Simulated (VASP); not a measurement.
Set up this calculation in VASP 6.6.1, as the native input.

- Task: single point
- Functional: PBE
- Potentials or basis: VASP PAW PBE potentials, release 64 (I)
- Cutoff: 500 eV
- k mesh: 11 × 11 × 11
- Occupations: methfessel-paxton, width 0.1 eV
- Spin: no spin polarisation
- Dipole correction: no
- Further INCAR settings: ALGO = Normal; EDIFF = 1e-06; NBANDS = 10

The structure of I lies in POSCAR:

```
I
1.0
   -1.6174500000      1.6174500000      4.2648000000
    1.6174500000     -1.6174500000      4.2648000000
    1.6174500000      1.6174500000     -4.2648000000
I
1
Direct
    0.0000000000      0.0000000000      0.0000000000
```

The input as run:

INCAR

```
ALGO     = Normal         # electronic algorithm
EDIFF    = 1E-6           # SCF threshold, eV
ENCUT    = 500            # plane-wave cutoff, eV
GGA      = PE             # functional
GGA_COMPAT= F            
ISIF     = 2              # what is computed and relaxed
ISMEAR   = 1              # smearing method
LASPH    = T              # aspherical terms in the spheres
LCHARG   = T              # write CHGCAR
LELF     = T              # ELF
LREAL    = F              # projectors in reciprocal space
LVHAR    = T            
LWAVE    = F              # write WAVECAR
NBANDS   = 10             # bands
NELM     = 120            # most SCF steps
PREC     = Accurate       # precision mode
SIGMA    = 0.1            # smearing width, eV
```

KPOINTS

```
k-points
0
Gamma
  11 11 11
```

Potentials or basis: VASP PAW PBE potentials, release 64 (I).

Launch:

```sh
$ cat potpaw_PBE.64/I/POTCAR > POTCAR
$ mpirun -np 1 vasp_std > vasp.out
```

Results of the run:

The pressure is 0.1 GPa. The band gap on the k mesh is zero (an odd number of electrons rules out a gap without spin polarisation).

Caveat: spin-orbit coupling is left out, which moves the levels of the heavy elements; an odd number of electrons without spin polarisation forces a metal; a magnetic or distorted state may lie lower.

Run time: 26 s on 1 thread of Intel(R) Xeon(R) 6975P-C (Granite Rapids), with other jobs on the host, peak memory 0.22 GiB.
